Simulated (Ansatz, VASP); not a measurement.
## One calculation of SnO2, two programs

```
Sn O
1.0
     3.23734    1.86908    4.29084
    -3.23734    1.86908    4.29084
     0.00000   -3.73816    4.29084
Sn O
4 8
Direct
  0.86116 0.86659 0.86659
  0.36120 0.36658 0.86659
  0.36120 0.86659 0.36658
  0.86118 0.36659 0.36659
  0.12223 0.62062 0.62062
  0.62225 0.12067 0.62063
  0.62225 0.62063 0.12067
  0.63403 0.59559 0.59559
  0.12224 0.12066 0.12066
  0.13407 0.09554 0.59557
  0.13407 0.59557 0.09554
  0.63404 0.09557 0.09557
```

Change from the starting cell: mode 20 frozen in at +0.075 Å and mode 26 at -0.069 Å (largest displacements).

Alike in both runs: task single point; functional PBE; dispersion D3(BJ); k mesh 6 × 6 × 6; occupations gaussian, width 0.05 eV; no spin polarisation.

|  | VASP | Ansatz |
| --- | --- | --- |
| version | VASP 6.6.1 | Ansatz 0.2.0 |
| potentials or method | VASP PAW PBE potentials, release 64 (Sn_d, O), cutoff 520 eV | scalar-relativistic, plane waves, PAW |
| valence electrons in the cell | 104 | 104 |

```csv
,VASP,Ansatz,Ansatz less VASP
gap on the k mesh at the Fermi level (eV),1.53,1.55,+0.021
least direct gap on the mesh (eV),1.53,1.55,+0.021
pressure (GPa),2.6,1.9,-0.67
"traceless stress, the component that is largest in VASP (GPa)",-6.40,-6.29,+0.106
rms of the force components (eV/Å),0.912,0.889,-0.0231
```

Atom by atom the forces differ by 0.034 eV/Å (rms over components).
